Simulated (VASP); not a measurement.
The system is BN.

```
B N
1.0
     0.00000    1.78659    1.78659
     1.78659    0.00000    1.78659
     1.78659    1.78659    0.00000
B N
1 1
Direct
  0.00000 0.00000 0.00000
  0.25000 0.25000 0.25000
```

This cell differs from its parent crystal: volume changed by -3%.

Base run:

- Program: VASP 6.6.1
- Functional: r2SCAN
- Potentials or basis: VASP PAW PBE potentials, release 64 (B, N)
- Cutoff: 520 eV
- k mesh: 10 × 10 × 10
- Occupations: gaussian, width 0.01 eV
- Spin: no spin polarisation

Its results: band gap on the k mesh 5.02 eV, indirect (least direct gap 9.70 eV); pressure 13.9 GPa.

**Question.** The run is repeated on the same cell with these changes: potentials or basis from VASP PAW PBE potentials, release 64 (B, N) to VASP PAW PBE potentials, release 64 (B_h, N_h); cutoff from 520 eV to 910 eV; further incar settings from ALGO = Normal; EDIFF = 1e-07; NBANDS = 11 to ALGO = Normal; EDIFF = 1e-06; NBANDS = 11. What comes out?

**Answer.** Band gap on the k mesh 5.04 eV, indirect (least direct gap 9.72 eV); pressure 12.0 GPa.

Caveats: the PAW data sets were made with another functional, which shifts forces and pressure a little; the cutoff is under 1.25 times the usual one of these potentials, so pressure, stress and relaxed cells hold a basis-set (Pulay) error (some runs).

A k mesh can miss the band edges.
